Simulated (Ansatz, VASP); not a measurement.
# One calculation of Pd, two programs

Contents of INCAR:

```
SYSTEM = Pd
PREC     = Accurate       ! precision mode
ENCUT    = 520            ! plane-wave cutoff, eV
EDIFF    = 1E-6           ! SCF threshold, eV
ISMEAR   = 1              ! smearing method
SIGMA    = 0.2            ! smearing width, eV
LREAL    = .False.        ! projectors in reciprocal space
LASPH    = .True.         ! aspherical terms in the spheres
NELM     = 80             ! most SCF steps
ALGO     = Normal         ! electronic algorithm
ISIF     = 2              ! what is computed and relaxed
LWAVE    = .False.        ! write WAVECAR
LCHARG   = .True.         ! write CHGCAR
GGA      = PE             ! functional
LELF     = .True.         ! ELF
LVHAR    = .True.       
NBANDS   = 11             ! bands
```

KPOINTS

```
regular mesh
0
Gamma
  14 14 14
  0 0 0
```

POSCAR

```
Pd
1.0
    0.0000000000      1.9734737307      1.9734737307
    1.9734737307      0.0000000000      1.9734737307
    1.9734737307      1.9734737307      0.0000000000
Pd
1
Direct
    0.0000000000      0.0000000000      0.0000000000
```

Input for Ansatz:

```yaml
crystal:
  lattice:
    - [0.0, 1.9734737307, 1.9734737307]
    - [1.9734737307, 0.0, 1.9734737307]
    - [1.9734737307, 1.9734737307, 0.0]
  atoms:
    - { symbol: Pd, position: [0.0, 0.0, 0.0] }
hamiltonian:
  xc: pbe
  pseudopotentials:
    kind: paw
    azcp:
      Pd: "pseudopotentials/Pd.paw.azcp"
basis:
  ecutwfc: 420
  fft_grid_basis: typed
kpoints:
  mp_grid: { grid: [14, 14, 14], shift: [0, 0, 0] }
magnetization:
  spin_polarized: false
scf:
  occupations: { method: methfessel_paxton, width: 0.2 }
  lower_state_search: "off"
output:
  stress: true
  write_density: true
  write_potential: true
  elf: true
  volumetric_format: npy
```

Alike in both runs: task single point; functional PBE; k mesh 14 × 14 × 14; occupations methfessel-paxton of order 1, width 0.2 eV; no spin polarisation.

|  | VASP | Ansatz |
| --- | --- | --- |
| version | VASP 6.6.1 | Ansatz 0.2.0 |
| potentials or method | VASP PAW PBE potentials, release 64 (Pd), cutoff 520 eV | plane waves (420 eV) with PAW, scalar-relativistic |
| valence electrons in the cell | 10 | 18 |

|  | VASP | Ansatz | Ansatz less VASP |
| --- | --- | --- | --- |
| pressure (GPa) | -0.6 | -0.3 | +0.28 |

VASP's potentials hold 10 valence electrons a cell and Ansatz's 18, so a difference there can come from the potentials and not from the codes.
